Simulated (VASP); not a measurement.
Runs of VASP 6.6.1 on Zr. The structure is that of space group P6_3/mmc (No. 194), or close to it. The cells are those of the table. 

```tsv
cell	gap on the mesh (eV)	pressure (GPa)
a = 3.086, b = 3.086, c = 9.999 Å, angles 90.0, 90.0, 120.0°, 4 atoms	none	14.2
a = 3.220, b = 3.220, c = 10.434 Å, angles 90.0, 90.0, 120.0°, 4 atoms	none	(b)
a = 3.177, b = 3.177, c = 10.293 Å, angles 90.0, 90.0, 120.0°, 4 atoms	none	(a)
a = 3.262, b = 3.262, c = 10.571 Å, angles 90.0, 90.0, 120.0°, 4 atoms	none	-3.3
a = 3.132, b = 3.132, c = 10.148 Å, angles 90.0, 90.0, 120.0°, 4 atoms	none	8.7
```

Alike in all rows: task single point; level PBE; potentials or basis VASP PAW PBE potentials, release 64 (Zr_sv); no spin polarisation; k mesh 13 × 13 × 4; cutoff (eV) 520; smearing fermi-dirac 0.1 eV.

**Question.** Estimate the missing entries.

**Answer.** (a) 4.0; (b) 0.1.

Caveats: the cell stands under pressure (at least some runs); the cell stands under tension (at least some runs).

A k mesh can miss the band edges, and the runs leave out spin-orbit coupling on Zr.

A gap of «none» marks levels without a gap at the run's occupations.
